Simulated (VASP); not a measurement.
# KBr (P6_3/mmc) in VASP: further runs

The runs below take KBr through single point, with PBE, LDA, r2SCAN.

Program: VASP 6.6.1. These are calculated values, not measurements. Logs are shortened: lines on timing, memory, paths and dates and some standing lists are left out, and cuts for length are marked.

## 1. The cell of the first run

It takes space group P6_3/mmc (No. 194, hexagonal). The conventional cell has a = 4.559 Å, b = 4.559 Å, c = 8.020 Å, α = 90.00°, β = 90.00°, γ = 120.00°. Within 4.4 Å of K (site symmetry -3m) lie 6 Br at 3.31 Å and 2 K at 4.01 Å. Br (site symmetry -6m2) has 6 K at 3.31 Å within 4.4 Å.

## 2. Single point, PBE

File INCAR:

```
SYSTEM = KBr
  PREC = Accurate
  ENCUT = 520
  EDIFF = 1E-7
  ISMEAR = 0
  SIGMA = 0.01
  LREAL = .False.
  LASPH = .True.
  NELM = 60
  ALGO = Normal
  ISIF = 2
  LWAVE = .False.
  LCHARG = .False.
  GGA = PE
  NBANDS = 24
```

File KPOINTS:

```
regular mesh
0
Gamma
  6 6 4
  0 0 0
```

File POSCAR:

```
KBr
1.0
    4.5592982261      0.0000000000      0.0000000000
   -2.2796491130      3.9484680873      0.0000000000
    0.0000000000      0.0000000000      8.0200646050
K Br
2 2
Direct
    0.0000000000      0.0000000000      0.0000000000
    0.0000000000      0.0000000000      0.5000000000
    0.3333333333      0.6666666667      0.2500000000
    0.6666666667      0.3333333333      0.7500000000
```

Potentials or basis: VASP PAW PBE potentials, release 64 (K_sv, Br).

Run with:

```sh
cat potpaw_PBE.64/K_sv/POTCAR potpaw_PBE.64/Br/POTCAR > POTCAR
mpirun -np 1 vasp_std > vasp.out
```

OUTCAR:

```text
SYSTEM = KBr
   PREC = Accurate
   ENCUT = 520
   EDIFF = 1E-7
   ISMEAR = 0
   LREAL = .False.
   LASPH = .True.
   NELM = 60
   ISIF = 2
   GGA = PE

 ion  position               nearest neighbor table
   1  0.000  0.000  0.000-
   2  0.000  0.000  0.500-
   3  0.333  0.667  0.250-
   4  0.667  0.333  0.750-

  LATTYP: Found a hexagonal cell.
 ALAT       =     4.5592982261
 C/A-ratio  =     1.7590568125

  Lattice vectors:

 A1 = (   4.5592982261,   0.0000000000,   0.0000000000)
 A2 = (  -2.2796491130,   3.9484680873,   0.0000000000)
 A3 = (   0.0000000000,   0.0000000000,   8.0200646050)

Analysis of symmetry for initial positions (statically):
=====================================================================
 Subroutine PRICEL returns:
 Original cell was already a primitive cell.

 Routine SETGRP: Setting up the symmetry group for a
 hexagonal supercell.

 Subroutine GETGRP returns: Found 24 space group operations
 (whereof 12 operations were pure point group operations)
 out of a pool of 24 trial point group operations.

The static configuration has the point symmetry D_3d.
 The point group associated with its full space group is D_6h.

Analysis of symmetry for dynamics (positions and initial velocities):
=====================================================================
 Subroutine PRICEL returns:
 Original cell was already a primitive cell.

 Routine SETGRP: Setting up the symmetry group for a
 hexagonal supercell.

 Subroutine GETGRP returns: Found 24 space group operations
 (whereof 12 operations were pure point group operations)
 out of a pool of 24 trial point group operations.

The dynamic configuration has the point symmetry D_3d.
 The point group associated with its full space group is D_6h.

 Subroutine INISYM returns: Found 24 space group operations
 (whereof 12 operations are pure point group operations),
 and found     1 'primitive' translations

----------------------------------------------------------------------------------------

                                     Primitive cell

  volume of cell :     144.3792

  direct lattice vectors                    reciprocal lattice vectors
     4.559298226  0.000000000  0.000000000     0.219332000  0.126631389  0.000000000
    -2.279649113  3.948468087  0.000000000     0.000000000  0.253262779  0.000000000
     0.000000000  0.000000000  8.020064605     0.000000000  0.000000000  0.124687275

  length of vectors
     4.559298226  4.559298226  8.020064605     0.253262779  0.253262779  0.124687275

  position of ions in fractional coordinates (direct lattice)
     0.000000000  0.000000000  0.000000000
     0.000000000  0.000000000  0.500000000
     0.333333333  0.666666667  0.250000000
     0.666666667  0.333333333  0.750000000

  ion indices of the primitive-cell ions
   primitive index   ion index
                 1           1
                 2           2
                 3           3
                 4           4

----------------------------------------------------------------------------------------

 KPOINTS: regular mesh

Automatic generation of k-mesh.
 Grid dimensions read from file:
 generate k-points for:    6    6    4

 Generating k-lattice:

  Cartesian coordinates                     Fractional coordinates (reciprocal lattice)
     0.036555333  0.021105232  0.000000000     0.166666667  0.000000000  0.000000000
     0.000000000  0.042210463  0.000000000     0.000000000  0.166666667  0.000000000
     0.000000000  0.000000000  0.031171819     0.000000000  0.000000000  0.250000000

  Length of vectors
     0.042210463  0.042210463  0.031171819

  Shift w.r.t. Gamma in fractional coordinates (k-lattice)
     0.000000000  0.000000000  0.000000000

 Subroutine IBZKPT returns following result:
 ===========================================

 Found     21 irreducible k-points:

 Following reciprocal coordinates:
            Coordinates               Weight
  0.000000  0.000000  0.000000      1.000000
  0.166667  0.000000  0.000000      6.000000
  0.333333  0.000000  0.000000      6.000000
  0.500000  0.000000  0.000000      3.000000
  0.166667  0.166667  0.000000      6.000000
  0.333333  0.166667  0.000000     12.000000
[... 13 lines left out ...]
  0.333333  0.166667  0.500000     12.000000
  0.333333  0.333333  0.500000      2.000000
   k-points           NKPTS =     21   k-points in BZ     NKDIM =     21   number of bands    NBANDS=     24
   number of dos      NEDOS =    301   number of ions     NIONS =      4
   total plane-waves  NPLWV =  77760
   dimension x,y,z NGX =    36 NGY =   36 NGZ =   60
   dimension x,y,z NGXF=    72 NGYF=   72 NGZF=  120
   ions per type =               2   2
   NGX,Y,Z   is equivalent  to a cutoff of  13.13, 13.13, 12.44 a.u.
   NGXF,Y,Z  is equivalent  to a cutoff of  26.25, 26.25, 24.87 a.u.
 SYSTEM =  KBr
   PREC   = accura    normal or accurate (medium, high low for compatibility)
   ISTART =      0    job   : 0-new  1-cont  2-samecut
   ICHARG =      2    charge: 1-file 2-atom 10-const
   ISPIN  =      1    spin polarized calculation?
   LNONCOLLINEAR =      F non collinear calculations
   LSORBIT =      F    spin-orbit coupling
   LASPH  =      T    aspherical Exc in radial PAW
   ENCUT  =  520.0 eV  38.22 Ry    6.18 a.u.   8.48  8.48 14.91*2*pi/ulx,y,z
   NELM   =     60;   NELMIN=  2; NELMDL= -5     # of ELM steps
   EDIFF  = 0.1E-06   stopping-criterion for ELM
   LREAL  =      F    real-space projection
   EDIFFG = 0.1E-05   stopping-criterion for IOM
   NSW    =      0    number of steps for IOM
   IBRION =     -1    ionic relax: 0-MD 1-quasi-New 2-CG
   NFREE  =      0    steps in history (QN), initial steepest desc. (CG)
   ISIF   =      2    stress and relaxation
   ISYM   =      2    0-nonsym 1-usesym 2-fastsym
   POTIM  = 0.5000    time-step for ionic-motion
   TEBEG  =    0.0;   TEEND  =   0.0 temperature during run
   PSTRESS=    0.0 pullay stress
   NELECT =      32.0000    total number of electrons
   NUPDOWN=      -1.0000    fix difference up-down
   EMIN   =  10.00;   EMAX   =-10.00  energy-range for DOS
   EFERMI =   0.00;   METHOD = LEGACY
   ISMEAR =     0;   SIGMA  =   0.01  broadening in eV -4-tet -1-fermi 0-gaus
   EFERMI_NEDOS =   21; number of points for ismear=-14 and -15
   IALGO  =     38    algorithm
   IMIX   =      4    mixing-type and parameters
     AMIX     =   0.40;   BMIX     =  1.00
     AMIX_MAG =   1.60;   BMIX_MAG =  1.00
  volume/ion in A,a.u.               =      36.09       243.58
  Fermi-wavevector in a.u.,A,eV,Ry     =   0.990733  1.872214 13.354826  0.981552
  Thomas-Fermi vector in A             =   2.122424
   LORBIT       =      0    0 simple, 1 ext, 2 COOP (PROOUT), +10 PAW based schemes
   GGA     = PE    functional components
   LHFCALC =     F    Hartree Fock is set to
   AEXX    =    0.0000 exact exchange contribution
   IVDW    =     0    specifies the selected vdW correction
   LEPSILON=     F    determine dielectric tensor
   LRPA    =     F    only Hartree local field effects (RPA)
 non-spin polarized calculation
 Gauss-broadening in eV      SIGMA  =   0.01
  energy-cutoff  :      520.00
  volume of cell :      144.38
 maximum number of plane-waves:      3930
 NGX is ok and might be reduce to    36
   NGX = 17   NGY = 17   NGZ = 29

 number of electron      32.0000000 magnetization

 Free energy of the ion-electron system (eV)
  ---------------------------------------------------
  ext. energy  EPLUGINS =         0.00000000
  ---------------------------------------------------
  free energy    TOTEN  =       -12.33332516 eV

  energy without entropy =      -12.33332516  energy(sigma->0) =      -12.33332516

 E-fermi :  -1.6110     XC(G=0):  -7.3495

 val. band max:       -1.6814819629   @ k =   0.0000   0.0000   0.0000
 cond. band min:       2.6704708541   @ k =   0.0000   0.0000   0.0000
 fundamental gap:      4.3519528170
 Fermi energy:        -1.6110392738

 k-point     1 :       0.0000    0.0000    0.0000
  band No.  band energies     occupation
      1     -29.6294      2.00000
      2     -29.6176      2.00000
      3     -14.2719      2.00000
      4     -14.0319      2.00000
      5     -13.1072      2.00000
      6     -13.1072      2.00000
[... 16 lines left out ...]
     23       6.3405      0.00000
     24       6.4992      0.00000

 k-point     2 :       0.1667    0.0000    0.0000
  band No.  band energies     occupation
      1     -29.6281      2.00000
      2     -29.6166      2.00000
      3     -14.2133      2.00000
      4     -14.0743      2.00000
      5     -13.1131      2.00000
      6     -13.1055      2.00000
[... 16 lines left out ...]
     23       6.5473      0.00000
     24       6.6000      0.00000

 k-point     3 :       0.3333    0.0000    0.0000
  band No.  band energies     occupation
      1     -29.6256      2.00000
      2     -29.6144      2.00000
      3     -14.1805      2.00000
      4     -14.0319      2.00000
      5     -13.1490      2.00000
      6     -13.1248      2.00000
[... 16 lines left out ...]
     23       7.3046      0.00000
     24       7.5061      0.00000

 k-point     4 :       0.5000    0.0000    0.0000
  band No.  band energies     occupation
      1     -29.6243      2.00000
      2     -29.6134      2.00000
      3     -14.2107      2.00000
      4     -13.9320      2.00000
      5     -13.2294      2.00000
      6     -13.1704      2.00000
[... 16 lines left out ...]
     23       7.7920      0.00000
     24       8.0381      0.00000

 k-point     5 :       0.1667    0.1667    0.0000
  band No.  band energies     occupation
      1     -29.6262      2.00000
      2     -29.6150      2.00000
      3     -14.1226      2.00000
      4     -14.1193      2.00000
      5     -13.1437      2.00000
      6     -13.1339      2.00000
[... 16 lines left out ...]
     23       7.0408      0.00000
     24       7.3194      0.00000

 k-point     6 :       0.3333    0.1667    0.0000
  band No.  band energies     occupation
      1     -29.6243      2.00000
      2     -29.6134      2.00000
      3     -14.1636      2.00000
      4     -14.0051      2.00000
      5     -13.2132      2.00000
      6     -13.1588      2.00000
[... 16 lines left out ...]
     23       7.3302      0.00000
     24       7.8753      0.00000
[... 298 lines left out ...]
 k-point    18 :       0.5000    0.0000    0.5000
  band No.  band energies     occupation
      1     -29.6189      2.00000
      2     -29.6189      2.00000
      3     -14.0907      2.00000
      4     -14.0907      2.00000
      5     -13.1480      2.00000
      6     -13.1480      2.00000
[... 16 lines left out ...]
     23       7.8414      0.00000
     24       7.8414      0.00000

 k-point    19 :       0.1667    0.1667    0.5000
  band No.  band energies     occupation
      1     -29.6206      2.00000
      2     -29.6206      2.00000
      3     -14.1150      2.00000
      4     -14.1150      2.00000
      5     -13.1467      2.00000
      6     -13.1467      2.00000
[... 16 lines left out ...]
     23       7.5487      0.00000
     24       7.5487      0.00000

 k-point    20 :       0.3333    0.1667    0.5000
  band No.  band energies     occupation
      1     -29.6189      2.00000
      2     -29.6189      2.00000
      3     -14.0883      2.00000
      4     -14.0883      2.00000
      5     -13.1494      2.00000
      6     -13.1494      2.00000
[... 16 lines left out ...]
     23       7.6928      0.00000
     24       7.6928      0.00000

 k-point    21 :       0.3333    0.3333    0.5000
  band No.  band energies     occupation
      1     -29.6183      2.00000
      2     -29.6183      2.00000
      3     -14.0772      2.00000
      4     -14.0772      2.00000
      5     -13.1603      2.00000
      6     -13.1603      2.00000
[... 16 lines left out ...]
     23       7.2899      0.00000
     24       7.3121      0.00000

------------------------ aborting loop because EDIFF is reached ----------------------------------------

  FORCE on cell =-STRESS in cart. coord.  units (eV):
  Direction    XX          YY          ZZ          XY          YZ          ZX
  --------------------------------------------------------------------------------------
  -------------------------------------------------------------------------------------
  Total        0.6377636      0.6377636      0.6577767      0.0000000      0.0000000      0.0000000
  in kB        7.0772712      7.0772712      7.2993566      0.0000000      0.0000000      0.0000000
  external PRESSURE =       7.1512997 kB  Pullay stress =       0.0000000 kB

 VOLUME and BASIS-vectors are now :
 -----------------------------------------------------------------------------
  energy-cutoff  :      520.00
  volume of cell :      144.38
      direct lattice vectors                 reciprocal lattice vectors
     4.559298226  0.000000000  0.000000000     0.219332000  0.126631389  0.000000000
    -2.279649113  3.948468087  0.000000000     0.000000000  0.253262779  0.000000000
     0.000000000  0.000000000  8.020064605     0.000000000  0.000000000  0.124687275

 POSITION                                       TOTAL-FORCE (eV/Angst)
 -----------------------------------------------------------------------------------
      0.00000      0.00000      0.00000         0.000000      0.000000      0.000000
      0.00000      0.00000      4.01003         0.000000      0.000000      0.000000
     -0.00000      2.63231      2.00502         0.000000     -0.000000     -0.000000
      2.27965      1.31616      6.01505        -0.000000      0.000000      0.000000
 -----------------------------------------------------------------------------------
    total drift:                               -0.000000      0.000000     -0.000000

  FREE ENERGIE OF THE ION-ELECTRON SYSTEM (eV)
  ---------------------------------------------------
  free  energy   TOTEN  =       -12.3333251590 eV

  energy  without entropy=      -12.3333251590  energy(sigma->0) =      -12.33332516
```

It took 58 s on 1 thread of Intel Xeon Platinum 8259CL at 2.50GHz (Skylake/Cascade Lake), shared host; peak memory 0.27 GiB.

Results:

```yaml
Free_energy: -12.3333 eV
Pressure: 0.7 GPa
Band_gap_on_the_k_mesh: 4.35 eV, direct
```

A k mesh can miss the band edges.

## 3. Single point, LDA

File INCAR:

```
PREC = Accurate
ENCUT = 520
EDIFF = 1E-7
ISMEAR = 0
SIGMA = 0.01
LREAL = F
LASPH = T
NELM = 100
ALGO = Normal
ISIF = 2
LWAVE = F
LCHARG = T
LELF = T
LVHAR = T
NBANDS = 24
```

File KPOINTS:

```
Automatic mesh
0
Gamma
  6 6 4
```

POSCAR is that of step 2.

Potentials or basis: VASP PAW LDA potentials, release 64 (K_sv, Br).

Run with:

```sh
cat potpaw_LDA.64/K_sv/POTCAR potpaw_LDA.64/Br/POTCAR > POTCAR
mpirun -np 1 vasp_std > vasp.out
```

Run time: 50 s. Hardware: 1 thread of Intel Xeon Platinum 8259CL at 2.50GHz (Skylake/Cascade Lake), shared host; peak memory 0.24 GiB.

It converged, with:

* Free energy: -13.4919 eV
* Pressure: -1.6 GPa
* Band gap on the k mesh: 3.96 eV, direct

Stress tensor (GPa, compression positive):
```
-1.56  0.00  0.00
 0.00 -1.56  0.00
 0.00  0.00 -1.70
```

Levels at points of the mesh, in eV from the valence-band top:
| k point | band 13 | band 14 | band 15 | band 16 | band 17 | band 18 | band 19 | band 20 |
| --- | --- | --- | --- | --- | --- | --- | --- | --- |
| (0.00, 0.00, 0.00) | -0.29 | -0.18 | 0.00 | 0.00 | 3.96 | 6.23 | 6.35 | 7.60 |
| (0.50, 0.00, 0.00) | -0.60 | -0.57 | -0.38 | -0.28 | 5.76 | 6.51 | 6.64 | 7.40 |
| (0.00, 0.00, 0.50) | -0.15 | -0.15 | -0.15 | -0.15 | 5.20 | 5.20 | 6.98 | 6.98 |
| (0.50, 0.00, 0.50) | -0.49 | -0.49 | -0.33 | -0.33 | 6.38 | 6.38 | 6.48 | 6.48 |

(Continued in part 2 of 2.)
